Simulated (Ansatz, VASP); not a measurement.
## One calculation of Zr2Pd2Se, two programs

```xyz
5
Lattice="2.8901 0.0000 0.0000 0.0000 5.5526 0.0000 0.0000 0.0000 9.2594" Properties=species:S:1:pos:R:3 pbc="T T T"
Zr    0.0000    2.7763    0.0000
Zr    0.0000    0.0000    0.0000
Pd    0.0000    0.0000    2.5257
Pd    0.0000    0.0000    6.7337
Se    1.4451    0.0000    4.6297
```

Alike in both runs: functional PBE; k mesh 6 × 4 × 2; occupations gaussian, width 0.1 eV; no spin polarisation.

Ansatz relaxed the structure, and its values are those at the end. VASP's run is a single point on that final structure, the one shown.

```csv
,VASP,Ansatz
version,VASP 6.6.1,Ansatz 0.2.0
potentials or method,"VASP PAW PBE potentials, release 64 (Zr_sv, Pd, Se), cutoff 520 eV","scalar-relativistic, plane waves, PAW"
valence electrons in the cell,50,76
```

|  | VASP | Ansatz | Ansatz less VASP |
| --- | --- | --- | --- |
| gap on the k mesh at the Fermi level (eV) | none | none | - |
| pressure (GPa) | 0.0 | 0.0 | -0.04 |
| rms of the force components (eV/Å) | 0.006 | 0.002 | -0.0044 |

A gap of «none» marks a metal or a gap that the smearing closes. With one functional, cell and mesh, what is left measures potentials, basis and numerics. VASP's potentials hold 50 valence electrons a cell and Ansatz's 76, so a difference there can come from the potentials and not from the codes.

The k mesh is coarse, so the values compare programs but aren't converged.
